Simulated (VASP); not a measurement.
# Sb in VASP: further runs

Runs on Sb. Level: PBE. Tasks: single point.

Everything below comes from runs of VASP 6.6.1. Logs are shortened: lines on timing, memory, paths and dates and some standing lists are left out, and cuts for length are marked.

### Step 1. The cell of the first run

The structure is tetragonal, space group P4/mmm (No. 123). Conventional cell: a = 3.128 Å, b = 3.128 Å, c = 3.115 Å, α = 90.00°, β = 90.00°, γ = 90.00°. Sb (site symmetry 4/mmm) has 6 Sb at 3.11 to 3.13 Å within 4.1 Å.

The cell was built from a structure type or drawn by symmetry, and may not be a known phase.

### Step 2. Single point, PBE

The input, INCAR:

```
PREC = Accurate
ENCUT = 520
EDIFF = 1E-6
ISMEAR = 0
SIGMA = 0.1
LREAL = False
LASPH = True
NELM = 100
ALGO = Normal
ISIF = 2
LWAVE = False
LCHARG = True
GGA = PE
LELF = True
LVHAR = True
NBANDS = 8
```

The input, KPOINTS:

```
regular mesh
0
Gamma
  6 6 6
```

The input, POSCAR:

```
Sb
1.0
    3.1278374646      0.0000000000      0.0000000000
    0.0000000000      3.1278374646      0.0000000000
    0.0000000000      0.0000000000      3.1149811261
Sb
1
Direct
    0.5000000000      0.5000000000      0.5000000000
```

Potentials or basis: VASP PAW PBE potentials, release 64 (Sb).

Command:

```
$ cat potpaw_PBE.64/Sb/POTCAR > POTCAR
$ mpirun -np 1 vasp_std > vasp.out
```

OUTCAR:

```text
PREC = Accurate
   ENCUT = 520
   EDIFF = 1E-6
   ISMEAR = 0
   LREAL = False
   LASPH = True
   NELM = 100
   ISIF = 2
   GGA = PE

 ion  position               nearest neighbor table
   1  0.500  0.500  0.500-

  LATTYP: Found a simple tetragonal cell.
 ALAT       =     3.1278374646
 C/A-ratio  =     0.9958897038

  Lattice vectors:

 A1 = (   3.1278374646,   0.0000000000,   0.0000000000)
 A2 = (   0.0000000000,   3.1278374646,   0.0000000000)
 A3 = (   0.0000000000,   0.0000000000,   3.1149811261)

Analysis of symmetry for initial positions (statically):
=====================================================================
 Subroutine PRICEL returns:
 Original cell was already a primitive cell.

 Routine SETGRP: Setting up the symmetry group for a
 simple tetragonal supercell.

 Subroutine GETGRP returns: Found 16 space group operations
 (whereof 16 operations were pure point group operations)
 out of a pool of 16 trial point group operations.

The static configuration has the point symmetry D_4h.

Analysis of symmetry for dynamics (positions and initial velocities):
=====================================================================
 Subroutine PRICEL returns:
 Original cell was already a primitive cell.

 Routine SETGRP: Setting up the symmetry group for a
 simple tetragonal supercell.

 Subroutine GETGRP returns: Found 16 space group operations
 (whereof 16 operations were pure point group operations)
 out of a pool of 16 trial point group operations.

The dynamic configuration has the point symmetry D_4h.

 Subroutine INISYM returns: Found 16 space group operations
 (whereof 16 operations are pure point group operations),
 and found     1 'primitive' translations

----------------------------------------------------------------------------------------

                                     Primitive cell

  volume of cell :      30.4750

  direct lattice vectors                    reciprocal lattice vectors
     3.127837465  0.000000000  0.000000000     0.319709707  0.000000000  0.000000000
     0.000000000  3.127837465  0.000000000     0.000000000  0.319709707  0.000000000
     0.000000000  0.000000000  3.114981126     0.000000000  0.000000000  0.321029232

  length of vectors
     3.127837465  3.127837465  3.114981126     0.319709707  0.319709707  0.321029232

  position of ions in fractional coordinates (direct lattice)
     0.500000000  0.500000000  0.500000000

[... 76 lines left out ...]
   LREAL  =      F    real-space projection
   EDIFFG = 0.1E-04   stopping-criterion for IOM
   NSW    =      0    number of steps for IOM
   IBRION =     -1    ionic relax: 0-MD 1-quasi-New 2-CG
   NFREE  =      0    steps in history (QN), initial steepest desc. (CG)
   ISIF   =      2    stress and relaxation
   ISYM   =      2    0-nonsym 1-usesym 2-fastsym
   POTIM  = 0.5000    time-step for ionic-motion
   TEBEG  =    0.0;   TEEND  =   0.0 temperature during run
   PSTRESS=    0.0 pullay stress
   NELECT =       5.0000    total number of electrons
   NUPDOWN=      -1.0000    fix difference up-down
   EMIN   =  10.00;   EMAX   =-10.00  energy-range for DOS
   EFERMI =   0.00;   METHOD = LEGACY
   ISMEAR =     0;   SIGMA  =   0.10  broadening in eV -4-tet -1-fermi 0-gaus
   EFERMI_NEDOS =   21; number of points for ismear=-14 and -15
   IALGO  =     38    algorithm
   IMIX   =      4    mixing-type and parameters
     AMIX     =   0.40;   BMIX     =  1.00
     AMIX_MAG =   1.60;   BMIX_MAG =  1.00
  volume/ion in A,a.u.               =      30.48       205.66
  Fermi-wavevector in a.u.,A,eV,Ry     =   0.896225  1.693619 10.928454  0.803219
  Thomas-Fermi vector in A             =   2.018656
   LORBIT       =      0    0 simple, 1 ext, 2 COOP (PROOUT), +10 PAW based schemes
   GGA     = PE    functional components
   LHFCALC =     F    Hartree Fock is set to
   AEXX    =    0.0000 exact exchange contribution
   IVDW    =     0    specifies the selected vdW correction
   LEPSILON=     F    determine dielectric tensor
   LRPA    =     F    only Hartree local field effects (RPA)
 non-spin polarized calculation
 Gauss-broadening in eV      SIGMA  =   0.10
  energy-cutoff  :      520.00
  volume of cell :       30.48
 maximum number of plane-waves:       840
 NGX is ok and might be reduce to    24
   NGX = 11   NGY = 11   NGZ = 11

 number of electron       5.0000000 magnetization

 Free energy of the ion-electron system (eV)
  ---------------------------------------------------
  ext. energy  EPLUGINS =         0.00000000
  ---------------------------------------------------
  free energy    TOTEN  =        -4.11979657 eV

  energy without entropy =       -4.11394441  energy(sigma->0) =       -4.11687049

 E-fermi :   7.1135     XC(G=0):  -9.5253

 val. band max:        7.0946567026   @ k =   0.3333   0.3333   0.5000
 cond. band min:       7.1198055142   @ k =   0.1667   0.1667   0.0000
 fundamental gap:      0.0251488116
 Fermi energy:         7.1135380909

 k-point     1 :       0.0000    0.0000    0.0000
  band No.  band energies     occupation
      1      -5.3425      2.00000
      2      10.0553      0.00000
      3      10.0553      0.00000
      4      10.1693      0.00000
      5      13.7516      0.00000
      6      13.8015      0.00000
      7      15.0155      0.00000
      8      24.3855      0.00000
[... 243 lines left out ...]
 k-point    24 :       0.5000    0.0000    0.3333
  band No.  band energies     occupation
      1      -1.4943      2.00000
      2       2.7775      2.00000
      3       5.3386      2.00000
      4      10.6161      0.00000
      5      13.3279      0.00000
      6      18.0862      0.00000
      7      19.2700      0.00000
      8      19.3660      0.00000

 [... further k-points ...]

------------------------ aborting loop because EDIFF is reached ----------------------------------------

  FORCE on cell =-STRESS in cart. coord.  units (eV):
  Direction    XX          YY          ZZ          XY          YZ          ZX
  --------------------------------------------------------------------------------------
  -------------------------------------------------------------------------------------
  Total       -0.0079070     -0.0079070      0.0510145      0.0000000     -0.0000000      0.0000000
  in kB       -0.4157002     -0.4157002      2.6820093      0.0000000     -0.0000000      0.0000000
  external PRESSURE =       0.6168697 kB  Pullay stress =       0.0000000 kB

 VOLUME and BASIS-vectors are now :
 -----------------------------------------------------------------------------
  energy-cutoff  :      520.00
  volume of cell :       30.48
      direct lattice vectors                 reciprocal lattice vectors
     3.127837465  0.000000000  0.000000000     0.319709707  0.000000000  0.000000000
     0.000000000  3.127837465  0.000000000     0.000000000  0.319709707  0.000000000
     0.000000000  0.000000000  3.114981126     0.000000000  0.000000000  0.321029232

 POSITION                                       TOTAL-FORCE (eV/Angst)
 -----------------------------------------------------------------------------------
      1.56392      1.56392      1.55749         0.000000      0.000000      0.000000
 -----------------------------------------------------------------------------------
    total drift:                               -0.000000     -0.000000     -0.000000

  FREE ENERGIE OF THE ION-ELECTRON SYSTEM (eV)
  ---------------------------------------------------
  free  energy   TOTEN  =        -4.1197965697 eV

  energy  without entropy=       -4.1139444149  energy(sigma->0) =       -4.11687049
```

It took 9.6 s on 1 thread of AMD EPYC 7R13, shared host; peak memory 0.11 GiB.

What came out:

| Item | Value |
| --- | --- |
| Free energy | -4.1198 eV |
| Pressure | 0.1 GPa |
| Band gap on the k mesh | zero (an odd number of electrons rules out a gap without spin polarisation) |

Caveat: spin-orbit coupling is left out, which moves the levels of the heavy elements.

### Step 3. Single point, PBE (26.46 Å³/atom)

This run uses another cell than the first one, of 26.46 Å³/atom.

The input, INCAR:

```
SYSTEM = Sb
PREC     = Accurate       ! precision mode
ENCUT    = 520            ! plane-wave cutoff, eV
EDIFF    = 1E-6           ! SCF threshold, eV
ISMEAR   = 0              ! smearing method
SIGMA    = 0.1            ! smearing width, eV
LREAL    = .FALSE.        ! projectors in reciprocal space
LASPH    = .TRUE.         ! aspherical terms in the spheres
NELM     = 100            ! most SCF steps
ALGO     = Normal         ! electronic algorithm
ISIF     = 2              ! what is computed and relaxed
LWAVE    = .FALSE.        ! write WAVECAR
LCHARG   = .FALSE.        ! write CHGCAR
GGA      = PE             ! functional
NBANDS   = 8              ! bands
```

The input, KPOINTS:

```
regular mesh
0
G
  18 18 18
  0 0 0
```

The input, POSCAR:

```
Sb
1.0
    2.9799110489      0.0000000000      0.0000000000
    0.0000000000      2.9799110489      0.0000000000
    0.0000000000      0.0000000000      2.9799110489
Sb
1
Direct
    0.5000000000      0.5000000000      0.5000000000
```

Potentials or basis: VASP PAW PBE potentials, release 64 (Sb).

Command:

```
$ cat potpaw_PBE.64/Sb/POTCAR > POTCAR
$ mpirun -np 1 vasp_std > vasp.out
```

OUTCAR:

```text
SYSTEM = Sb
   PREC = Accurate
   ENCUT = 520
   EDIFF = 1E-6
   ISMEAR = 0
   LREAL = .FALSE.
   LASPH = .TRUE.
   NELM = 100
   ISIF = 2
   GGA = PE

 ion  position               nearest neighbor table
   1  0.500  0.500  0.500-

  LATTYP: Found a simple cubic cell.
 ALAT       =     2.9799110489

  Lattice vectors:

 A1 = (   2.9799110489,   0.0000000000,   0.0000000000)
 A2 = (   0.0000000000,   2.9799110489,   0.0000000000)
 A3 = (   0.0000000000,   0.0000000000,   2.9799110489)

[... 443 lines left out ...]

 [... further k-points ...]

------------------------ aborting loop because EDIFF is reached ----------------------------------------

  FORCE on cell =-STRESS in cart. coord.  units (eV):
  Direction    XX          YY          ZZ          XY          YZ          ZX
  --------------------------------------------------------------------------------------
  -------------------------------------------------------------------------------------
  Total        1.5738891      1.5738891      1.5738891     -0.0000000     -0.0000000     -0.0000000
  in kB       95.2960288     95.2960288     95.2960288     -0.0000000     -0.0000000     -0.0000000
  external PRESSURE =      95.2960288 kB  Pullay stress =       0.0000000 kB

 VOLUME and BASIS-vectors are now :
 -----------------------------------------------------------------------------
  energy-cutoff  :      520.00
  volume of cell :       26.46
      direct lattice vectors                 reciprocal lattice vectors
     2.979911049  0.000000000  0.000000000     0.335580487  0.000000000  0.000000000
     0.000000000  2.979911049  0.000000000     0.000000000  0.335580487  0.000000000
     0.000000000  0.000000000  2.979911049     0.000000000  0.000000000  0.335580487

 POSITION                                       TOTAL-FORCE (eV/Angst)
 -----------------------------------------------------------------------------------
      1.48996      1.48996      1.48996         0.000000      0.000000      0.000000
 -----------------------------------------------------------------------------------
    total drift:                               -0.000000     -0.000000     -0.000000

  FREE ENERGIE OF THE ION-ELECTRON SYSTEM (eV)
  ---------------------------------------------------
  free  energy   TOTEN  =        -3.9990764218 eV

  energy  without entropy=       -3.9963492019  energy(sigma->0) =       -3.99771281
```

It took 45 s on 1 thread of AMD EPYC 7R13, shared host; peak memory 0.14 GiB.

Results:

```
Free energy            : -3.9991 eV
Pressure               : 9.5 GPa
Band gap on the k mesh : zero (an odd number of electrons rules out a gap without spin polarisation)
```

Caveat: the cell stands under pressure; spin-orbit coupling is left out, which moves the levels of the heavy elements.
